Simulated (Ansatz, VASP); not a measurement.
**Two plane-wave programs on LuC**

Contents of INCAR:

```
SYSTEM = LuC
ALGO     = Normal         ! electronic algorithm
EDIFF    = 1E-7           ! SCF threshold, eV
ENCUT    = 520            ! plane-wave cutoff, eV
GGA      = PS             ! functional
ISIF     = 2              ! what is computed and relaxed
ISMEAR   = 0              ! smearing method
LASPH    = .True.         ! aspherical terms in the spheres
LCHARG   = .False.        ! write CHGCAR
LREAL    = .False.        ! projectors in reciprocal space
LWAVE    = .False.        ! write WAVECAR
NBANDS   = 22             ! bands
NELM     = 100            ! most SCF steps
PREC     = Accurate       ! precision mode
SIGMA    = 0.05           ! smearing width, eV
```

The input KPOINTS:

```
k-points
0
Gamma
  10 10 10
  0 0 0
```

Contents of POSCAR:

```
LuC
1.0
    2.9380545861      0.0000000000      0.0000000000
    0.0000000000      2.9380545861      0.0000000000
    0.0000000000      0.0000000000      2.9380545861
Lu C
1 1
Direct
    0.0000000000      0.0000000000      0.0000000000
    0.5000000000      0.5000000000      0.5000000000
```

Input for Ansatz:

```yaml
crystal:
  lattice:
    - [2.9380545861, 0.0, 0.0]
    - [0.0, 2.9380545861, 0.0]
    - [0.0, 0.0, 2.9380545861]
  atoms:
    - { symbol: Lu, position: [0.0, 0.0, 0.0] }
    - { symbol: C, position: [0.5, 0.5, 0.5] }
basis:
  ecutwfc: 420
  ecutrho_ratio: 4
kpoints:
  mp_grid: { grid: [10, 10, 10] }
hamiltonian:
  xc: pbesol
scf:
  occupations: { method: gaussian, width: 0.05 }
output:
  forces: true
  stress: true
  eigenvalues: true
```

Alike in both runs: task single point; functional PBEsol; k mesh 10 × 10 × 10; occupations gaussian, width 0.05 eV; no spin polarisation.

|  | VASP | Ansatz |
| --- | --- | --- |
| version | VASP 6.6.1 | Ansatz 0.2.0 |
| potentials or method | VASP PAW PBE potentials, release 64 (Lu, C), cutoff 520 eV | scalar-relativistic, plane waves, PAW |
| valence electrons in the cell | 29 | 29 |

```csv
,VASP,Ansatz,Ansatz less VASP
gap on the k mesh at the Fermi level (eV),none,none,-
pressure (GPa),7.4,6.4,-1.00
```

VASP's potentials were made for PBE, not for PBEsol. A gap of «none» marks a metal or a gap that the smearing closes.

Spin-orbit coupling is off throughout.
